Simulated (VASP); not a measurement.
Input of a VASP 6.6.1 run:

Contents of INCAR:

```
PREC = Accurate
ENCUT = 500
EDIFF = 1E-6
ISMEAR = 0
SIGMA = 0.02
LREAL = False
LASPH = True
NELM = 120
ALGO = Normal
ISIF = 2
LWAVE = False
LCHARG = False
GGA = PS
NBANDS = 16
GGA_COMPAT = False
```

Contents of KPOINTS:

```
Automatic mesh
0
Gamma
  10 10 10
```

The input POSCAR:

```
CdTe
1.0
    0.0000000000      3.2445740530      3.2445740530
    3.2445740530      0.0000000000      3.2445740530
    3.2445740530      3.2445740530      0.0000000000
Cd Te
1 1
Direct
    0.0000000000      0.0000000000      0.0000000000
    0.2500000000      0.2500000000      0.2500000000
```

Potentials or basis: VASP PAW PBE potentials, release 64 (Cd, Te).

Command:

```console
$ cat potpaw_PBE.64/Cd/POTCAR potpaw_PBE.64/Te/POTCAR > POTCAR
$ mpirun -np 1 vasp_std > vasp.out
```

Problem. What does it give for the band gap on the k mesh?

Solution. 0.65 eV, direct.

Problem. Predict the pressure.

Solution. 0.2 GPa.

Caveat: the PAW data sets were made with another functional, which shifts forces and pressure a little; spin-orbit coupling is left out, which moves the levels of the heavy elements. A hybrid or GW would open this gap; PBEsol tends to underestimate it.
